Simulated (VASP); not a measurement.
Here is a VASP 6.6.1 calculation.

Contents of INCAR:

```
SYSTEM = SnO2
PREC     = Accurate       ! precision mode
ENCUT    = 520            ! plane-wave cutoff, eV
EDIFF    = 1E-6           ! SCF threshold, eV
ISMEAR   = 0              ! smearing method
SIGMA    = 0.01           ! smearing width, eV
LREAL    = .False.        ! projectors in reciprocal space
LASPH    = .True.         ! aspherical terms in the spheres
NELM     = 80             ! most SCF steps
ALGO     = Normal         ! electronic algorithm
ISIF     = 2              ! what is computed and relaxed
LWAVE    = .False.        ! write WAVECAR
LCHARG   = .True.         ! write CHGCAR
GGA      = PS             ! functional
LELF     = .True.         ! ELF
LVHAR    = .True.       
NBANDS   = 35             ! bands
```

KPOINTS

```
regular mesh
0
Gamma
  6 6 6
  0 0 0
```

File POSCAR:

```
SnO2
1.0
   -2.0000686100      2.0000686100      5.1236788600
    2.0000686100     -2.0000686100      5.1236788600
    2.0000686100      2.0000686100     -5.1236788600
Sn O
2 4
Direct
    0.7500000000      0.2500000000      0.5000000000
    0.0000000000      0.0000000000      0.0000000000
    0.7965225898      0.7965225898      0.0000000000
    0.9534774092      0.4534774092      0.5000000000
    0.2034774102      0.2034774102      0.0000000000
    0.5465225898      0.0465225898      0.5000000000
```

Potentials or basis: VASP PAW PBE potentials, release 64 (Sn_d, O).

Launch:

```console
$ cat potpaw_PBE.64/Sn_d/POTCAR potpaw_PBE.64/O/POTCAR > POTCAR
$ mpirun -np 1 vasp_std > vasp.out
```

**Question.** Estimate the largest force.

**Answer.** 0.056 eV/Å.

**Question.** What does it give for the band gap on the k mesh?

**Answer.** 1.57 eV (least direct gap 1.94 eV).

**Question.** Predict the pressure.

**Answer.** 1.3 GPa.

Stress tensor (GPa, compression positive):
```
1.55 0.00 0.00
0.00 1.55 0.00
0.00 0.00 0.66
```

Caveat: the PAW data sets were made with another functional, which shifts forces and pressure a little; spin-orbit coupling is left out, which moves the levels of the heavy elements. A k mesh can miss the band edges.
